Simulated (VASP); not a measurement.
Input of a VASP 6.6.1 run:

The input POSCAR:

```
Mn3Si
1.0
    0.0000000000      2.8610000000      2.8610000000
    2.8610000000      0.0000000000      2.8610000000
    2.8610000000      2.8610000000      0.0000000000
Mn Si
3 1
Direct
    0.5000000000      0.5000000000      0.5000000000
    0.2500000000      0.2500000000      0.2500000000
    0.7500000000      0.7500000000      0.7500000000
    0.0000000000      0.0000000000      0.0000000000
```

Contents of INCAR.step1:

```
ALGO = Normal
EDIFF = 1E-4
ENCUT = 520
GGA = PE
ISMEAR = -1
ISPIN = 2
LASPH = True
LCHARG = False
LMAXMIX = 4
LREAL = False
LWAVE = True
MAGMOM = 0.45 0.45 0.45 0
NBANDS = 34
NELM = 150
PREC = Accurate
SIGMA = 0.1
```

The input INCAR.step2:

```
ALGO = Normal
EDIFF = 1E-6
ENCUT = 520
ISIF = 2
ISMEAR = -1
ISPIN = 2
ISTART = 1
LASPH = True
LCHARG = False
LMAXMIX = 4
LMIXTAU = True
LORBIT = 11
LREAL = False
LWAVE = False
MAGMOM = 0.45 0.45 0.45 0
METAGGA = R2SCAN
NBANDS = 34
NELM = 150
PREC = Accurate
SIGMA = 0.1
```

File KPOINTS:

```
k-points
0
Gamma
  7 7 7
```

Potentials or basis: VASP PAW PBE potentials, release 64 (Mn_pv, Si).

Launch:

```bash
$ cat potpaw_PBE.64/Mn_pv/POTCAR potpaw_PBE.64/Si/POTCAR > POTCAR
$ cp INCAR.step1 INCAR
$ mpirun -np 1 vasp_std > vasp.out
$ cp INCAR.step2 INCAR
$ mpirun -np 1 vasp_std > vasp.out
```

(1) Estimate the pressure.

(2) What does it give for the net moment?

Results:

(1) -23.8 GPa.

(2) 0.00 μB per cell.

Caveat: the PAW data sets were made with another functional, which shifts forces and pressure a little.
